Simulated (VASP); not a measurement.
Write the native input for VASP 6.6.1 that does the following.

```yaml
Task: single point
Functional: PBE
Potentials_or_basis: VASP PAW PBE potentials, release 64 (Zn, Se)
Cutoff: 520 eV
k_mesh: 10 × 10 × 10
Occupations: gaussian, width 0.05 eV
Spin: no spin polarisation
Dipole_correction: no
Further_INCAR_settings: ALGO = Normal; EDIFF = 1e-07; NBANDS = 16
```

The structure of ZnSe lies in POSCAR:

```
ZnSe
1.0
    0.0000000000      2.7869568157      3.0201092498
    3.0201092498      0.0000000000      3.0201092498
    3.0201092498      2.7869568157      0.0000000000
Zn Se
1 1
Direct
    0.0000000000      0.0000000000      0.0000000000
    0.7500000000      0.7500000000      0.7500000000
```

This cell differs from its parent crystal: volume 25.420 Å^3 an atom, c/a of the conventional cell 0.9228.

The input as run:

INCAR

```
PREC     = Accurate       # precision mode
ENCUT    = 520            # plane-wave cutoff, eV
EDIFF    = 1E-7           # SCF threshold, eV
ISMEAR   = 0              # smearing method
SIGMA    = 0.05           # smearing width, eV
LREAL    = F              # projectors in reciprocal space
LASPH    = T              # aspherical terms in the spheres
NELM     = 100            # most SCF steps
ALGO     = Normal         # electronic algorithm
ISIF     = 2              # what is computed and relaxed
LWAVE    = F              # write WAVECAR
LCHARG   = F              # write CHGCAR
GGA      = PE             # functional
NBANDS   = 16             # bands
```

KPOINTS

```
regular mesh
0
Gamma
  10 10 10
```

Potentials or basis: VASP PAW PBE potentials, release 64 (Zn, Se).

The run is started by

```console
$ cat potpaw_PBE.64/Zn/POTCAR potpaw_PBE.64/Se/POTCAR > POTCAR
$ mpirun -np 1 vasp_std > vasp.out
```

It gave:

The pressure is -3.6 GPa and the band gap on the k mesh is 0.69 eV, direct.

It took 55 s on 1 thread of Intel(R) Xeon(R) Platinum 8375C CPU @ 2.90GHz (Ice Lake) (shared host), peak memory 0.23 GiB.
